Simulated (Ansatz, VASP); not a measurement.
**One calculation of Be, two programs**

```
Be
1.0
     3.94849    0.00000    0.00000
     0.00000    3.94849    0.00000
     0.00000    0.00000    3.94849
Be
8
Direct
  0.00000 0.00000 0.00000
  0.50000 0.50000 0.50000
  0.25000 0.00000 0.50000
  0.75000 0.00000 0.50000
  0.50000 0.25000 0.00000
  0.50000 0.75000 0.00000
  0.00000 0.50000 0.25000
  0.00000 0.50000 0.75000
```

Alike in both runs: functional LDA; k mesh 6 × 6 × 6; occupations fermi-dirac, width 0.1 eV; no spin polarisation.

Ansatz relaxed the structure, and its values are those at the end. VASP's run is a single point on that final structure, the one shown.

|  | VASP | Ansatz |
| --- | --- | --- |
| version | VASP 6.6.1 | Ansatz 0.2.0 |
| potentials or method | VASP PAW LDA potentials, release 64 (Be), cutoff 520 eV | plane waves (420 eV) with PAW, scalar-relativistic |
| valence electrons in the cell | 16 | 16 |

```csv
,VASP,Ansatz,Ansatz less VASP
pressure (GPa),0.4,0.0,-0.42
```

Ansatz warns that its potentials were made for another functional, while VASP's fit it. LDA's correlation is that of Perdew and Zunger in VASP and of Perdew and Wang (1992) in Ansatz.
